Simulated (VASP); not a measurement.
# KC18 in VASP: notebook, part 2 of 2

VASP 6.6.1. Earlier steps stand in the parts before.

**4. Single point, PBE, collinear spin, zero start**

Input file INCAR:

```
SYSTEM = KC18
ALGO = Normal
EDIFF = 1E-6
ENCUT = 520
GGA = PE
ISIF = 2
ISMEAR = 0
ISPIN = 2
LASPH = .True.
LCHARG = .False.
LORBIT = 11
LREAL = Auto
LWAVE = .False.
MAGMOM = 0 0 0 0 0 0 0 0 0 0 0 0 0 0 0 0 0 0 0
NBANDS = 60
NELM = 150
PREC = Accurate
SIGMA = 0.05
```

Input file KPOINTS:

```
k-points
0
Gamma
  2 2 1
  0 0 0
```

Input file POSCAR:

```
KC18
1.0
    7.3980000000      0.0000000000      0.0000000000
   -3.6990000000      6.4068560000      0.0000000000
    0.0000000000      0.0000000000     12.0000000000
C K
18 1
Direct
   -0.0035523987     -0.0022875495      0.0860232500
    0.2184144701      0.1083823329      0.0851163333
   -0.0035008478      0.3305498048      0.0850310000
    0.2185285901      0.4420074370      0.0851637500
   -0.0033525217      0.6642517016      0.0850927500
    0.2188224472      0.7753383251      0.0860218333
    0.3294916829     -0.0026949256      0.0851160833
    0.5516569824      0.1080839026      0.0835231667
    0.3291930914      0.3305473074      0.0835262500
    0.5513268696      0.4416486027      0.0793293333
    0.3296021563      0.6641310496      0.0852425000
    0.5516593451      0.7753895202      0.0850348333
    0.6631167588     -0.0025812973      0.0851632500
    0.8852406436      0.1084923713      0.0852422500
    0.6627577114      0.3302175045      0.0793229167
    0.8854201216      0.4416604650      0.0826608333
    0.6627697419      0.6643102327      0.0826700000
    0.8853610865      0.7755377989      0.0850961667
    0.7083595482      0.4871470500      0.2931228333
```

Potentials or basis: VASP PAW PBE potentials, release 64 (C, K_sv).

Run with:

```
$ cat potpaw_PBE.64/C/POTCAR potpaw_PBE.64/K_sv/POTCAR > POTCAR
$ mpirun -np 1 vasp_std > vasp.out
```

OUTCAR:

```text
SYSTEM = KC18
   EDIFF = 1E-6
   ENCUT = 520
   GGA = PE
   ISIF = 2
   ISMEAR = 0
   ISPIN = 2
   LASPH = .True.
   LORBIT = 11
   LREAL = Auto
   NELM = 150
   PREC = Accurate

 ion  position               nearest neighbor table
   1  0.996  0.998  0.086-   2 1.42  14 1.42  18 1.42
   2  0.218  0.108  0.085-   1 1.42   7 1.42   9 1.42
   3  0.996  0.331  0.085-   4 1.42  14 1.42  16 1.42
   4  0.219  0.442  0.085-   3 1.42  11 1.42   9 1.42
   5  0.997  0.664  0.085-   6 1.42  18 1.43  16 1.43
   6  0.219  0.775  0.086-   7 1.42  11 1.42   5 1.42
   7  0.329  0.997  0.085-   6 1.42   2 1.42   8 1.42
   8  0.552  0.108  0.084-  13 1.42   7 1.42  15 1.42
[... 703 lines left out ...]
     -0.01831      2.83188      1.02196        -0.012202      0.001762      0.000131
      4.91613      4.25576      1.02111         0.000651     -0.006683     -0.000619
     -1.24913      4.96748      1.03226        -0.001204     -0.008362     -0.004106
[... 11 lines left out ...]
      3.68119      4.96876      1.02115        -0.008601     -0.001351     -0.003608
      3.43849      3.12108      3.51747         0.056277      0.094240      0.029309
 -----------------------------------------------------------------------------------
    total drift:                               -0.020547     -0.006603     -0.018301

  FREE ENERGIE OF THE ION-ELECTRON SYSTEM (eV)
  ---------------------------------------------------
  free  energy   TOTEN  =      -167.2076259256 eV

  energy  without entropy=     -167.2076259256  energy(sigma->0) =     -167.20762593

 total charge

# of ion       s       p       d       tot
------------------------------------------
    1        0.860   1.798   0.000   2.658
    2        0.861   1.796   0.000   2.657
    3        0.860   1.797   0.000   2.658
    4        0.861   1.796   0.000   2.657
    5        0.860   1.796   0.000   2.655
    6        0.860   1.798   0.000   2.658
[... 11 lines left out ...]
   18        0.860   1.796   0.000   2.655
   19        1.952   5.573   0.041   7.566
--------------------------------------------------
tot         17.434  37.924   0.041  55.399

 magnetization (x)

# of ion       s       p       d       tot
------------------------------------------
    1        0.000   0.000   0.000   0.000
    2       -0.000  -0.000   0.000  -0.000
    3        0.000   0.000   0.000   0.000
    4       -0.000  -0.000   0.000  -0.000
    5       -0.000  -0.000   0.000  -0.000
    6       -0.000  -0.000   0.000  -0.000
[... 11 lines left out ...]
   18       -0.000  -0.000   0.000  -0.000
   19       -0.000  -0.000  -0.000  -0.000
--------------------------------------------------
tot         -0.000  -0.000  -0.000  -0.000
```

Wall time 8.7 min (1 thread of Intel Xeon Platinum 8375C at 2.90GHz (Ice Lake), shared host); peak memory 0.88 GiB.

What came out:

```yaml
Free_energy: -167.2076 eV
Largest_force: 0.114 eV/Å
Net_moment: 0.00 μB per cell
Valence_electrons_inside_the_program's_atomic_spheres: C 2.66, 2.65 (each value once); K 7.57
```

Forces on the atoms (eV/Å):
```
C   -0.005 -0.001 -0.004
C   -0.005 -0.010 -0.002
C    0.003  0.002 -0.002
C   -0.012  0.002  0.000
C    0.001 -0.007 -0.001
C   -0.001 -0.008 -0.004
C   -0.006  0.000 -0.001
C   -0.005 -0.003  0.000
C    0.005 -0.008  0.004
C   -0.009 -0.013 -0.001
C   -0.009 -0.009  0.001
C    0.001  0.002 -0.002
C   -0.001 -0.004 -0.003
C   -0.007 -0.009  0.001
C    0.000 -0.015 -0.004
C    0.006 -0.008 -0.005
C   -0.003 -0.004 -0.002
C   -0.009 -0.001 -0.004
K    0.056  0.094  0.029
```

Levels at points of the mesh, in eV from the Fermi level:
Spin up:
| k point | band 37 | band 38 | band 39 | band 40 | band 41 | band 42 | band 43 | band 44 |
| --- | --- | --- | --- | --- | --- | --- | --- | --- |
| (0.00, 0.00, 0.00) | -3.19 | -3.19 | -0.37 | -0.37 | -0.34 | -0.33 | 0.25 | 2.42 |
| (0.50, 0.00, 0.00) | -3.05 | -2.97 | -2.94 | -2.67 | 0.84 | 1.22 | 1.55 | 2.02 |
| (0.00, 0.50, 0.00) | -3.05 | -2.97 | -2.94 | -2.67 | 0.84 | 1.22 | 1.55 | 2.02 |
| (0.50, 0.50, 0.00) | -3.04 | -2.99 | -2.94 | -2.67 | 0.84 | 1.22 | 1.54 | 2.02 |
Spin down:
```tsv
k point	band 37	band 38	band 39	band 40	band 41	band 42	band 43	band 44
(0.00, 0.00, 0.00)	-3.19	-3.19	-0.37	-0.37	-0.34	-0.33	0.25	2.42
(0.50, 0.00, 0.00)	-3.05	-2.97	-2.94	-2.67	0.84	1.22	1.55	2.02
(0.00, 0.50, 0.00)	-3.05	-2.97	-2.94	-2.67	0.84	1.22	1.55	2.02
(0.50, 0.50, 0.00)	-3.04	-2.99	-2.94	-2.67	0.84	1.22	1.54	2.02
```

Caveat: the k points lie up to 0.49 Å⁻¹ apart; there is no dipole correction, which matters where the two faces differ; no moment was typed at the start, so none could form.

**5. The runs side by side**

```csv
cell,gap on the mesh (eV),moment (μB),largest force (eV/Å)
"as given, atomic positions A",none,0.00,0.08
"as given, atomic positions B",none,0.00,0.09
"as given, atomic positions C",none,0.00,0.11
```

Alike in all rows: task single point; level PBE; potentials or basis VASP PAW PBE potentials, release 64 (C, K_sv); spin collinear, zero start; k mesh 2 × 2 × 1; cutoff (eV) 520; smearing gaussian 0.05 eV.

Caveats: all runs use coarse meshes; there is no dipole correction, which matters where the two faces differ; no moment was typed at the start, so none could form.

Total energies depend on the potentials used, so only differences within one code and one set of settings carry meaning.
